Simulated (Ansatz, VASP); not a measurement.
## Two plane-wave programs on Ba

```
Ba
1.0
    -2.51250    2.51250    2.51250
     2.51250   -2.51250    2.51250
     2.51250    2.51250   -2.51250
Ba
1
Direct
  0.00000 0.00000 0.00000
```

Alike in both runs: functional PBE; k mesh 12 × 12 × 12; occupations fermi-dirac, width 0.1 eV; no spin polarisation.

Ansatz relaxed the structure, and its values are those at the end. VASP's run is a single point on that final structure, the one shown.

|  | VASP | Ansatz |
| --- | --- | --- |
| version | VASP 6.6.1 | Ansatz 0.2.0 |
| potentials or method | VASP PAW PBE potentials, release 64 (Ba_sv) | PAW with Ansatz's default frozen-core files, scalar-relativistic |
| plane-wave cutoff (eV) | 500 | 420 |
| valence electrons in the cell | 10 | 10 |

|  | VASP | Ansatz | Ansatz less VASP |
| --- | --- | --- | --- |
| pressure (GPa) | 0.0 | 0.0 | -0.05 |

Neither program's run includes spin-orbit coupling.
